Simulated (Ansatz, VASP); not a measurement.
## S: VASP beside Ansatz

The input INCAR:

```
SYSTEM = S
PREC = Accurate
ENCUT = 520
EDIFF = 1E-6
ISMEAR = 0
SIGMA = 0.1
LREAL = .FALSE.
LASPH = .TRUE.
NELM = 100
ALGO = Normal
ISIF = 2
LWAVE = .FALSE.
LCHARG = .TRUE.
GGA = PE
LELF = .TRUE.
LVHAR = .TRUE.
NBANDS = 20
```

Contents of KPOINTS:

```
Automatic mesh
0
G
  6 6 2
  0 0 0
```

Contents of POSCAR:

```
S
1.0
    3.2751619344      0.0000000000      0.0000000000
   -1.6375809672      2.8363734367      0.0000000000
    0.0000000000      0.0000000000      9.7675251245
S
4
Direct
    0.3333333300      0.6666666700      0.3357883994
    0.6666666700      0.3333333300      0.6642116006
    0.6666666700      0.3333333300      0.8357883994
    0.3333333300      0.6666666700      0.1642116006
```

Input for Ansatz:

```yaml
crystal:
  lattice:
    - [3.2751619344, 0.0, 0.0]
    - [-1.6375809672, 2.8363734367, 0.0]
    - [0.0, 0.0, 9.7675251245]
  atoms:
    - { symbol: S, position: [0.33333333, 0.66666667, 0.3357883994] }
    - { symbol: S, position: [0.66666667, 0.33333333, 0.6642116006] }
    - { symbol: S, position: [0.66666667, 0.33333333, 0.8357883994] }
    - { symbol: S, position: [0.33333333, 0.66666667, 0.1642116006] }
basis:
  ecutwfc: 420
kpoints:
  mp_grid: { grid: [6, 6, 2] }
hamiltonian:
  xc: pbe
scf:
  occupations: { method: gaussian, width: 0.1 }
output:
  forces: true
  stress: true
  eigenvalues: true
```

Alike in both runs: task single point; functional PBE; k mesh 6 × 6 × 2; occupations gaussian, width 0.1 eV; no spin polarisation.

|  | VASP | Ansatz |
| --- | --- | --- |
| version | VASP 6.6.1 | Ansatz 0.2.0 |
| potentials or method | VASP PAW PBE potentials, release 64 (S), cutoff 520 eV | scalar-relativistic, plane waves, PAW |
| valence electrons in the cell | 24 | 24 |

|  | VASP | Ansatz | Ansatz less VASP |
| --- | --- | --- | --- |
| gap on the k mesh at the Fermi level (eV) | none | none | - |
| pressure (GPa) | 20.5 | 22.0 | +1.57 |
| traceless stress, the component that is largest in VASP (GPa) | 46.21 | 49.15 | +2.942 |
| rms of the force components (eV/Å) | 6.451 | 6.887 | +0.4358 |

Atom by atom the forces differ by 0.436 eV/Å (rms over components). A gap of «none» marks a metal or a gap that the smearing closes. With one functional, cell and mesh, what is left measures potentials, basis and numerics.

The k mesh is coarse, so the values compare programs but aren't converged.
